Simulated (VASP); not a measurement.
# C in VASP: single point with PBE+D3(BJ)

Aim: the single point of C with PBE+D3(BJ).

Everything below comes from runs of VASP 6.6.1. Logs are shortened: lines on timing, memory, paths and dates and some standing lists are left out, and cuts for length are marked.

### 1 The cell of the first run

The cell holds a slab with vacuum, 4 atoms: a = 2.466 Å, b = 2.466 Å, c = 32.600 Å, α = 90.00°, β = 90.00°, γ = 60.00°.

### 2 Single point, PBE+D3(BJ)

INCAR

```
PREC = Accurate ; ENCUT = 520
EDIFF = 1E-6 ; ISMEAR = 0
SIGMA = 0.1 ; LREAL = False
LASPH = True ; NELM = 80
ALGO = Normal ; ISIF = 2
LWAVE = False ; LCHARG = False
LDIPOL = True ; IDIPOL = 3
DIPOL = 0.5 0.5 0.500 ; GGA = PE
IVDW = 12 ; NBANDS = 16
```

KPOINTS

```
regular mesh
0
Gamma
  21 21 1
```

POSCAR

```
C
1.0
    2.4656963732     -0.0000080696      0.0000000000
    1.2328551750      2.1353513541      0.0000000000
    0.0000000000      0.0000000000     32.6000552997
C
4
Direct
    0.1656235104      0.1656234911      0.4474835832
    0.4989654466      0.4989396186      0.4474835838
    0.6656235104      0.1656234911      0.5525164168
    0.9989654466      0.4989396186      0.5525164162
```

Potentials or basis: VASP PAW PBE potentials, release 64 (C).

The run is started by

```sh
$ cat potpaw_PBE.64/C/POTCAR > POTCAR
$ mpirun -np 1 vasp_std > vasp.out
```

OUTCAR:

```text
PREC = Accurate
   ENCUT = 520
   EDIFF = 1E-6
   ISMEAR = 0
   LREAL = False
   LASPH = True
   NELM = 80
   ISIF = 2
   GGA = PE
   IVDW = 12
 IVDW          = 12

 ion  position               nearest neighbor table
   1  0.166  0.166  0.447-   2 1.42   2 1.42   2 1.42
   2  0.499  0.499  0.447-   1 1.42   1 1.42   1 1.42
   3  0.666  0.166  0.553-   4 1.42   4 1.42   4 1.42
   4  0.999  0.499  0.553-   3 1.42   3 1.42   3 1.42

  LATTYP: Found a hexagonal cell.
 ALAT       =     2.4656961062
 C/A-ratio  =    13.2214408816

  Lattice vectors:

 A1 = (  -1.2328551750,  -2.1353513541,   0.0000000000)
 A2 = (   2.4656963732,  -0.0000080696,   0.0000000000)
 A3 = (   0.0000000000,   0.0000000000,  32.6000552997)

Analysis of symmetry for initial positions (statically):
=====================================================================
 Subroutine PRICEL returns:
 Original cell was already a primitive cell.

 Routine SETGRP: Setting up the symmetry group for a
 hexagonal supercell.

 Subroutine GETGRP returns: Found  8 space group operations
 (whereof  1 operations were pure point group operations)
 out of a pool of 24 trial point group operations.

The static configuration has the point symmetry C_1 .
 The point group associated with its full space group is D_2h.

Analysis of symmetry for dynamics (positions and initial velocities):
=====================================================================
 Subroutine PRICEL returns:
 Original cell was already a primitive cell.

 Routine SETGRP: Setting up the symmetry group for a
 hexagonal supercell.

 Subroutine GETGRP returns: Found  8 space group operations
 (whereof  1 operations were pure point group operations)
 out of a pool of 24 trial point group operations.

The dynamic configuration has the point symmetry C_1 .
 The point group associated with its full space group is D_2h.

 Subroutine INISYM returns: Found  8 space group operations
 (whereof  1 operations are pure point group operations),
 and found     1 'primitive' translations

----------------------------------------------------------------------------------------

                                     Primitive cell

  volume of cell :     171.6438

  direct lattice vectors                    reciprocal lattice vectors
     2.465696373 -0.000008070  0.000000000     0.405564173 -0.234154388  0.000000000
     1.232855175  2.135351354  0.000000000     0.000001533  0.468306121  0.000000000
     0.000000000  0.000000000 32.600055300     0.000000000  0.000000000  0.030674795

  length of vectors
     2.465696373  2.465696106 32.600055300     0.468306071  0.468306121  0.030674795

[... 98 lines left out ...]
   EFERMI =   0.00;   METHOD = LEGACY
   ISMEAR =     0;   SIGMA  =   0.10  broadening in eV -4-tet -1-fermi 0-gaus
   EFERMI_NEDOS =   21; number of points for ismear=-14 and -15
   IALGO  =     38    algorithm
   IMIX   =      4    mixing-type and parameters
     AMIX     =   0.40;   BMIX     =  1.00
     AMIX_MAG =   1.60;   BMIX_MAG =  1.00
  volume/ion in A,a.u.               =      42.91       289.58
  Fermi-wavevector in a.u.,A,eV,Ry     =   0.742287  1.402720  7.496683  0.550991
  Thomas-Fermi vector in A             =   1.837130
   LORBIT       =      0    0 simple, 1 ext, 2 COOP (PROOUT), +10 PAW based schemes
   GGA     = PE    functional components
   LHFCALC =     F    Hartree Fock is set to
   AEXX    =    0.0000 exact exchange contribution
   IVDW    =    12    specifies the selected vdW correction
   LEPSILON=     F    determine dielectric tensor
   LRPA    =     F    only Hartree local field effects (RPA)
 non-spin polarized calculation
 Gauss-broadening in eV      SIGMA  =   0.10
  energy-cutoff  :      520.00
  volume of cell :      171.64
 maximum number of plane-waves:      4686
   NGX =  9   NGY =  9   NGZ =121

 dipolmoment           0.000000      0.000000      0.000000 electrons x Angstroem

 number of electron      15.9999996 magnetization

 dipolmoment           0.000000      0.000000     -0.000000 electrons x Angstroem

 Free energy of the ion-electron system (eV)
  ---------------------------------------------------
  ext. energy  EPLUGINS =         0.00000000
  ---------------------------------------------------
  free energy    TOTEN  =       -36.88042809 eV

  energy without entropy =      -36.88023897  energy(sigma->0) =      -36.88033353

 E-fermi :  -2.4308     XC(G=0):  -2.4295

 val. band max:       -2.5306007400   @ k =  -0.3333   0.3333   0.0000
 cond. band min:      -2.3310083625   @ k =  -0.3333   0.3333   0.0000
 fundamental gap:      0.1995923775
 Fermi energy:        -2.4307995583

 k-point     1 :       0.0000    0.0000    0.0000
  band No.  band energies     occupation
      1     -22.0054      2.00000
      2     -21.8769      2.00000
      3     -10.4682      2.00000
      4      -9.5892      2.00000
      5      -5.4656      2.00000
      6      -5.4601      2.00000
[... 433 lines left out ...]
      3     -10.0156      2.00000
      4      -9.1505      2.00000
      5      -6.8283      2.00000
      6      -6.8043      2.00000
[... 8 lines left out ...]
     15       3.7528      0.00000
     16       4.7533      0.00000

 [... further k-points ...]

------------------------ aborting loop because EDIFF is reached ----------------------------------------

 vacuum level on the upper side and lower side of the slab       (xc-potential included)        -0.009        -0.009

 Edisp (eV)   -0.47206

 E8    (eV) :    -0.1411

  FORCE on cell =-STRESS in cart. coord.  units (eV):
  Direction    XX          YY          ZZ          XY          YZ          ZX
  --------------------------------------------------------------------------------------
  -------------------------------------------------------------------------------------
  Total       0.13062     0.08350    -0.01524    -0.00000     0.00000     0.00000
  in kB       1.21925     0.77938    -0.14225    -0.00000     0.00000     0.00000
  external pressure =        0.62 kB  Pullay stress =        0.00 kB

 VOLUME and BASIS-vectors are now :
 -----------------------------------------------------------------------------
  energy-cutoff  :      520.00
  volume of cell :      171.64
      direct lattice vectors                 reciprocal lattice vectors
     2.465696373 -0.000008070  0.000000000     0.405564173 -0.234154388  0.000000000
     1.232855175  2.135351354  0.000000000     0.000001533  0.468306121  0.000000000
     0.000000000  0.000000000 32.600055300     0.000000000  0.000000000  0.030674795

 POSITION                                       TOTAL-FORCE (eV/Angst)
 -----------------------------------------------------------------------------------
      0.61257      0.35366     14.58799         0.000000      0.000063     -0.001028
      1.84542      1.06541     14.58799        -0.000000     -0.000063     -0.001028
      1.84542      0.35366     18.01207         0.000000      0.000063      0.001028
      3.07827      1.06540     18.01207        -0.000000     -0.000063      0.001028
 -----------------------------------------------------------------------------------
    total drift:                                0.000016      0.000009      0.000000

  FREE ENERGIE OF THE ION-ELECTRON SYSTEM (eV)
  ---------------------------------------------------
  free  energy   TOTEN  =       -37.3524872874 eV

  energy  without entropy=      -37.3522981701  energy(sigma->0) =      -37.35239273

 vacuum level on the upper side and lower side of the slab         1.838         1.838
```

OSZICAR:

```text
N       E                     dE             d eps       ncg     rms          rms(c)
DAV:   1     0.116934385196E+03    0.11693E+03   -0.60479E+03  4032   0.740E+02
DAV:   2    -0.249528654272E+02   -0.14189E+03   -0.12355E+03  6056   0.170E+02
DAV:   3    -0.390314479455E+02   -0.14079E+02   -0.13950E+02  5272   0.625E+01
[... 13 lines left out ...]
DAV:  17    -0.368804153195E+02   -0.18495E-04   -0.50753E-07  4032   0.308E-03    0.484E-04
DAV:  18    -0.368804250472E+02   -0.97277E-05   -0.30985E-07  3760   0.189E-03    0.896E-04
DAV:  19    -0.368804265726E+02   -0.15254E-05   -0.31161E-08  3944   0.741E-04    0.118E-04
DAV:  20    -0.368804277183E+02   -0.11456E-05   -0.75683E-09  3720   0.383E-04    0.229E-04
DAV:  21    -0.368804280904E+02   -0.37215E-06   -0.19254E-09  3664   0.233E-04
   1 F= -.37352487E+02 E0= -.37352393E+02  d E =-.189117E-03
```

stdout:

```text
POSCAR found type information on POSCAR C
 POSCAR found :  1 types and       4 ions
 scaLAPACK will be used
 LDA part: xc-table for (Slater+PW92), standard interpolation
 POSCAR, INCAR and KPOINTS ok, starting setup
 FFT: planning ... GRIDC
 FFT: planning ... GRID_SOFT
 FFT: planning ... GRID
 WAVECAR not read
 entering main loop
```

It took 10 min on 1 thread of Intel Xeon 8259CL, shared host; peak memory 0.43 GiB.

Results:

| Quantity | Value |
| --- | --- |
| Free energy | -37.3525 eV |
| Dispersion energy per atom | -0.118 eV |
